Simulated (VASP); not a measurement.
Wanted: the native input for a VASP 6.6.1 run.

- Task: relaxation of cell and atoms
- Functional: PBE
- Potentials or basis: VASP PAW PBE potentials, release 64 (P)
- Cutoff: 600 eV
- k mesh: 14 × 14 × 10
- Occupations: gaussian, width 0.1 eV
- Spin: no spin polarisation
- Dipole correction: no
- Further INCAR settings: ALGO = Normal; EDIFF = 1e-06; IBRION = 2; EDIFFG = -0.01; NSW = 100; ISIF = 3

The structure of P lies in POSCAR:

```
P
1.0
    2.4198756682     -2.4250879722      0.0000000000
    2.4198756682      2.4250879722      0.0000000000
    0.0000000000      0.0000000000      5.2103027782
P
4
Direct
    0.2500000000      0.7500000000      0.4282305645
    0.7500000000      0.2500000000      0.5717694355
    0.0000000000      0.5000000000      0.0000000000
    0.5000000000      0.0000000000      0.0000000000
```

The cell was built from a structure type or drawn by symmetry, and may not be a known phase.

These files were run (other wordings do the same):

INCAR

```
SYSTEM = P
  PREC = Accurate
  ENCUT = 600
  EDIFF = 1E-6
  ISMEAR = 0
  SIGMA = 0.1
  LREAL = .FALSE.
  LASPH = .TRUE.
  NELM = 100
  ALGO = Normal
  ISIF = 3
  LWAVE = .FALSE.
  LCHARG = .FALSE.
  GGA = PE
  IBRION = 2
  NSW = 100
  EDIFFG = -0.01
```

KPOINTS

```
Automatic mesh
0
G
  14 14 10
  0 0 0
```

Potentials or basis: VASP PAW PBE potentials, release 64 (P).

Run with:

```bash
$ cat potpaw_PBE.64/P/POTCAR > POTCAR
$ mpirun -np 1 vasp_std > vasp.out
```

It gave:

* Relaxed volume: 15.13 Å³/atom
* Relaxed cell: a = 3.433 Å, b = 3.433 Å, c = 5.135 Å, α = 90.00°, β = 90.00°, γ = 89.64°
* Space group after relaxing (to 0.1 Å): Cmme (No. 67)
* Energy gained by relaxing: 1.6 meV/atom
* Ionic steps: 8
* Pressure after relaxing: 0.0 GPa
* Band gap on the k mesh: zero (bands 10 and 11 overlap by 3.67 eV)

Wall time 6.9 min on 1 thread of Intel(R) Xeon(R) 6975P-C (Granite Rapids), on a shared host, peak memory 0.37 GiB.
